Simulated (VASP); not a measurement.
Here is a VASP 6.6.1 calculation.

Contents of INCAR:

```
SYSTEM = PbO
PREC = Accurate
ENCUT = 520
EDIFF = 1E-7
ISMEAR = -1
SIGMA = 0.02
LREAL = .FALSE.
LASPH = .TRUE.
NELM = 80
ALGO = Normal
ISIF = 2
LWAVE = .FALSE.
LCHARG = .FALSE.
GGA = PE
NBANDS = 17
```

Contents of KPOINTS:

```
Automatic mesh
0
G
  8 8 8
  0 0 0
```

POSCAR

```
PbO
1.0
    3.2148279984      0.0000000000      0.0000000000
    0.0000000000      3.2148279984      0.0000000000
    0.0000000000      0.0000000000      3.2148279984
Pb O
1 1
Direct
    0.0000000000      0.0000000000      0.0000000000
    0.5000000000      0.5000000000      0.5000000000
```

Potentials or basis: VASP PAW PBE potentials, release 64 (Pb_d, O).

The run is started by

```console
$ cat potpaw_PBE.64/Pb_d/POTCAR potpaw_PBE.64/O/POTCAR > POTCAR
$ mpirun -np 1 vasp_std > vasp.out
```

Q: Estimate the pressure.

A: -0.1 GPa.

Q: What does it give for the band gap on the k mesh?

A: 0.38 eV, indirect (least direct gap 0.71 eV).

Caveat: spin-orbit coupling is left out, which moves the levels of the heavy elements. A k mesh can miss the band edges.
